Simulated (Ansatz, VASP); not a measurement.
**Ge32H19N in VASP and in Ansatz**

```
CELL_PARAMETERS angstrom
8.00162 8.00162 0.00000
-8.00162 8.00162 0.00000
0.00000 0.00000 20.91290
ATOMIC_POSITIONS crystal
Ge 0.68840 0.31329 0.34278
Ge 0.81999 0.69336 0.34105
Ge 0.04487 0.96868 0.38397
Ge 0.31868 0.19166 0.34152
Ge 0.96737 0.53557 0.38172
Ge 0.19708 0.80462 0.34951
Ge 0.46591 0.03285 0.38157
Ge 0.54060 0.47247 0.38120
Ge 0.88081 0.38535 0.30341
Ge 0.89270 0.88633 0.30562
Ge 0.12854 0.11535 0.30194
Ge 0.38993 0.38502 0.30407
Ge 0.11350 0.62238 0.30185
Ge 0.37927 0.88615 0.30106
Ge 0.61422 0.12103 0.30387
Ge 0.62870 0.61776 0.30072
Ge 0.00187 0.24882 0.23544
Ge 0.99966 0.74892 0.22923
Ge 0.25245 0.99812 0.22795
Ge 0.49960 0.24981 0.22921
Ge 0.24972 0.50090 0.23542
Ge 0.50109 0.74996 0.23492
Ge 0.75108 0.00003 0.23594
Ge 0.75171 0.49797 0.22837
Ge 0.87500 0.12500 0.16446
Ge 0.87500 0.62500 0.16446
Ge 0.12500 0.87500 0.16446
Ge 0.37500 0.12500 0.16446
Ge 0.12500 0.37500 0.16446
Ge 0.37500 0.62500 0.16446
Ge 0.62500 0.87500 0.16446
Ge 0.62500 0.37500 0.16446
H 0.95102 0.04898 0.11954
H 0.79898 0.20102 0.11954
H 0.95102 0.54898 0.11954
H 0.79898 0.70102 0.11954
H 0.20102 0.79898 0.11954
H 0.04898 0.95102 0.11954
H 0.45102 0.04898 0.11954
H 0.29898 0.20102 0.11954
H 0.20102 0.29898 0.11954
H 0.04898 0.45102 0.11954
H 0.45102 0.54898 0.11954
H 0.29898 0.70102 0.11954
H 0.70102 0.79898 0.11954
H 0.54898 0.95102 0.11954
H 0.70102 0.29898 0.11954
H 0.54898 0.45102 0.11954
H 0.20588 0.69838 0.46510
H 0.31244 0.80023 0.46202
H 0.33088 0.67065 0.42635
N 0.27008 0.73505 0.43691
```

Alike in both runs: task single point; functional PBEsol; k mesh 1 × 1 × 1; occupations gaussian, width 0.03 eV; no spin polarisation.

```csv
,VASP,Ansatz
version,VASP 6.6.1,Ansatz 0.2.0
potentials or method,"VASP PAW PBE potentials, release 64 (Ge_d, H, N)","scalar-relativistic, plane waves, PAW"
plane-wave cutoff (eV),520,420
valence electrons in the cell,472,472
```

```csv
,VASP,Ansatz,Ansatz less VASP
rms of the force components (eV/Å),0.150,0.152,+0.0022
```

VASP's potentials were made for PBE, not for PBEsol.
